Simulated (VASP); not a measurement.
Set up this calculation in VASP 6.6.1, as the native input.

* Task: single point
* Functional: PBEsol
* Dispersion: D3(BJ)
* Potentials or basis: VASP PAW PBE potentials, release 64 (Sc_sv, Al)
* Cutoff: 520 eV
* k mesh: 6 × 6 × 6
* Occupations: fermi-dirac, width 0.1 eV
* Spin: no spin polarisation
* Dipole correction: no
* Further INCAR settings: ALGO = Normal; EDIFF = 1e-07; NBANDS = 22

The structure of ScAl lies in POSCAR:

```
ScAl
1.0
    2.0731505855     -5.0312007141      0.0000000000
    2.0731505855      5.0312007141      0.0000000000
    0.0000000000      0.0000000000      3.6139686751
Sc Al
2 2
Direct
    0.8646810000      0.1353190000      0.2500000000
    0.1353190000      0.8646810000      0.7500000000
    0.5845050000      0.4154950000      0.2500000000
    0.4154950000      0.5845050000      0.7500000000
```

One way to write it, as run:

INCAR

```
PREC     = Accurate       # precision mode
ENCUT    = 520            # plane-wave cutoff, eV
EDIFF    = 1E-7           # SCF threshold, eV
ISMEAR   = -1             # smearing method
SIGMA    = 0.1            # smearing width, eV
LREAL    = F              # projectors in reciprocal space
LASPH    = T              # aspherical terms in the spheres
NELM     = 60             # most SCF steps
ALGO     = Normal         # electronic algorithm
ISIF     = 2              # what is computed and relaxed
LWAVE    = F              # write WAVECAR
LCHARG   = F              # write CHGCAR
GGA      = PS             # functional
IVDW     = 12             # dispersion correction
NBANDS   = 22             # bands
```

KPOINTS

```
regular mesh
0
Gamma
  6 6 6
```

Potentials or basis: VASP PAW PBE potentials, release 64 (Sc_sv, Al).

Command:

```sh
$ cat potpaw_PBE.64/Sc_sv/POTCAR potpaw_PBE.64/Al/POTCAR > POTCAR
$ mpirun -np 1 vasp_std > vasp.out
```

Results of the run:

* Pressure: 5.8 GPa
* Largest force: 0.415 eV/Å
* Band gap on the k mesh: zero (bands 14 and 15 overlap by 1.30 eV)
* Dispersion energy per atom: -0.390 eV

Caveat: three body term missing; the cell stands under pressure; the PAW data sets were made with another functional, which shifts forces and pressure a little.

Run time: 51 s on 1 thread of Intel(R) Xeon(R) Platinum 8559C (Emerald Rapids), with other jobs on the host, peak memory 0.25 GiB.
